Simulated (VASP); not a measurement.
Na4Hg, 5 atoms in the cell. It takes space group P-6m2 (No. 187, hexagonal). The conventional cell has a = 4.909 Å, b = 4.909 Å, c = 3.967 Å, α = 90.00°, β = 90.00°, γ = 120.00°. Na (site symmetry mm2) has 3 Na at 1.78 to 1.82 Å and 2 Hg at 2.24 Å within 2.4 Å. Within 2.4 Å of Na (site symmetry -6m2) lie 3 Na at 1.78 Å. Within 3.0 Å of Hg (site symmetry -6m2) lie 6 Na at 2.24 Å. The cell was generated, and may not be a known phase.

```yaml
Program: VASP 6.6.1
Task: single point
Functional: PBE
Potentials_or_basis: VASP PAW PBE potentials, release 64 (Na_pv, Hg)
Cutoff: 520 eV
k_mesh: 6 × 6 × 4
Occupations: gaussian, width 0.1 eV
Spin: no spin polarisation
Dipole_correction: no
Further_INCAR_settings: ALGO = Fast; EDIFF = 1e-07; NBANDS = 28
```

Potentials or basis: VASP PAW PBE potentials, release 64 (Na_pv, Hg).

The run is started by

```bash
$ cat potpaw_PBE.64/Na_pv/POTCAR potpaw_PBE.64/Hg/POTCAR > POTCAR
$ mpirun -np 1 vasp_std > vasp.out
```

Hardware: 1 thread of AMD EPYC 9R45 96-Core Processor (Zen 5), with other jobs on the host.

Question: Estimate the wall time of this run.

Answer: Wall time 35 s on 1 thread of AMD EPYC 9R45 96-Core Processor (Zen 5) (shared host), peak memory 0.19 GiB. Counts: scf iterations 16, k points 21.
